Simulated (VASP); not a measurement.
## CO2: single point with PBE

The system is CO2.

```
C O
1.0
     4.83624    2.79221    3.98633
    -4.83624    2.79221    3.98633
     0.00000   -5.58441    3.98633
C O
8 16
Direct
  0.00000 0.00000 0.00000
  0.50000 0.50000 0.50000
  0.49703 0.75000 0.00297
  0.75000 0.00297 0.49703
  0.00297 0.49703 0.75000
  0.99703 0.50297 0.25000
  0.50297 0.25000 0.99703
  0.25000 0.99703 0.50297
  0.90296 0.90296 0.90296
  0.40296 0.40296 0.40296
  0.09704 0.09704 0.09704
  0.59704 0.59704 0.59704
  0.59901 0.66087 0.10481
  0.66087 0.10481 0.59901
  0.10481 0.59901 0.66087
  0.09901 0.60481 0.16087
  0.60481 0.16087 0.09901
  0.16087 0.09901 0.60481
  0.40099 0.33913 0.89519
  0.33913 0.89519 0.40099
  0.89519 0.40099 0.33913
  0.90099 0.39519 0.83913
  0.39519 0.83913 0.90099
  0.83913 0.90099 0.39519
```

| Property | Result |
| --- | --- |
| Program | VASP 6.6.1 |
| Task | single point |
| Functional | PBE |
| Potentials or basis | VASP PAW PBE potentials, release 64 (C, O) |
| Cutoff | 520 eV |
| k mesh | 4 × 4 × 4 |
| Occupations | fermi-dirac, width 0.02 eV |
| Spin | no spin polarisation |

The pressure is 6.6 GPa, the largest force is 1.442 eV/Å and the band gap on the k mesh is 6.73 eV (least direct gap 6.83 eV).

Forces on the atoms (eV/Å):
```
C    0.000  0.000  0.000
C    0.000  0.000  0.000
C    0.002  0.004  0.000
C    0.002 -0.004  0.000
C   -0.004  0.000  0.000
C    0.004  0.000  0.000
C   -0.002 -0.004  0.000
C   -0.002  0.004  0.000
O    0.000  0.000 -1.442
O    0.000  0.000 -1.442
O    0.000  0.000  1.442
O    0.000  0.000  1.442
O    1.142 -0.646  0.569
O   -1.130 -0.666  0.569
O   -0.012  1.312  0.569
O    0.012  1.312  0.569
O    1.130 -0.666  0.569
O   -1.142 -0.646  0.569
O   -1.142  0.646 -0.569
O    1.130  0.666 -0.569
O    0.012 -1.312 -0.569
O   -0.012 -1.312 -0.569
O   -1.130  0.666 -0.569
O    1.142  0.646 -0.569
```

Stress tensor (GPa, compression positive):
```
6.43 0.00 0.00
0.00 6.43 0.00
0.00 0.00 7.08
```

Levels at points of the mesh, in eV from the valence-band top:
```tsv
k point	band 61	band 62	band 63	band 64	band 65	band 66	band 67	band 68
(0.00, 0.00, 0.00)	-0.20	-0.20	-0.10	-0.10	6.73	7.51	7.51	7.59
(0.50, 0.00, 0.00)	-0.20	-0.20	-0.14	-0.14	7.62	7.62	7.74	7.74
(0.50, 0.50, 0.00)	-0.33	-0.20	-0.14	0.00	7.75	7.83	7.95	8.01
(0.50, 0.50, 0.50)	-0.15	-0.15	-0.15	-0.15	8.11	8.11	8.17	8.17
```

Wall time 5.2 min on 1 thread of Intel(R) Xeon(R) Platinum 8488C (Sapphire Rapids) (shared host), peak memory 0.5 GiB.

Caveat: the cell stands under pressure; this functional lacks dispersion, which holds the molecules together, so the pressure and a relaxed volume are unreliable; forces of over 1 eV/Å act on the atoms, so gaps and moduli don't describe the material at rest. A k mesh can miss the band edges.
